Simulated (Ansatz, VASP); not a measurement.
**Two plane-wave programs on Sb**

The input INCAR:

```
PREC = Accurate
ENCUT = 600
EDIFF = 1E-7
ISMEAR = 0
SIGMA = 0.1
LREAL = F
LASPH = T
NELM = 80
ALGO = Normal
ISIF = 3
LWAVE = F
LCHARG = F
GGA = PE
IBRION = 2
NSW = 90
EDIFFG = -0.04
```

Contents of KPOINTS:

```
regular mesh
0
Gamma
  6 4 2
```

The input POSCAR:

```
Sb
1.0
    2.9996400100      0.0000000000      0.0000000000
    0.0000000000      5.8181823500      0.0000000000
    0.0000000000      0.0000000000      7.9829270400
Sb
5
Direct
    0.5000000000      0.7538350100      0.3161120000
    0.5000000000      0.2461649900      0.3161120000
    0.5000000000      0.7538350100      0.6838880000
    0.5000000000      0.2461649900      0.6838880000
    0.5000000000      0.5000000000      0.0000000000
```

Input for Ansatz:

```yaml
crystal:
  lattice:
    - [2.99964001, 0.0, 0.0]
    - [0.0, 5.81818235, 0.0]
    - [0.0, 0.0, 7.98292704]
  atoms:
    - { symbol: Sb, position: [0.5, 0.75383501, 0.316112] }
    - { symbol: Sb, position: [0.5, 0.24616499, 0.316112] }
    - { symbol: Sb, position: [0.5, 0.75383501, 0.683888] }
    - { symbol: Sb, position: [0.5, 0.24616499, 0.683888] }
    - { symbol: Sb, position: [0.5, 0.5, 0.0] }
basis:
  ecutwfc: 420
kpoints:
  mp_grid: { grid: [6, 4, 2] }
hamiltonian:
  xc: pbe
scf:
  occupations: { method: gaussian, width: 0.1 }
  lower_state_search: "off"
output:
  forces: true
  stress: true
  eigenvalues: true
relax:
  adjacent_minimum: "off"
  f_tol: 0.04
  max_steps: 70
  cell: { stress_tol: 0.4 }
```

Alike in both runs: task relaxation of cell and atoms; functional PBE; k mesh 6 × 4 × 2; occupations gaussian, width 0.1 eV; no spin polarisation.

|  | VASP | Ansatz |
| --- | --- | --- |
| version | VASP 6.6.1 | Ansatz 0.2.0 |
| potentials or method | VASP PAW PBE potentials, release 64 (Sb), cutoff 600 eV | scalar-relativistic, plane waves, PAW |
| valence electrons in the cell | 25 | 75 |

```csv
,VASP,Ansatz,Ansatz less VASP
"gap on the k mesh at the Fermi level, each at its own relaxed structure (eV)",none,none,-
relaxed volume (Å³/atom),33.65,33.68,+0.031
relaxed cell length with the largest relative difference (Å),6.386,6.393,+0.0070
```

A gap of «none» marks a metal or a gap that the smearing closes. VASP's potentials hold 25 valence electrons a cell and Ansatz's 75, so a difference there can come from the potentials and not from the codes.

The k mesh is coarse, so the values compare programs but aren't converged. Neither program's run includes spin-orbit coupling. Noted on VASP's run: the volume moved by over 15 % at a fixed basis, so the end points are rough.
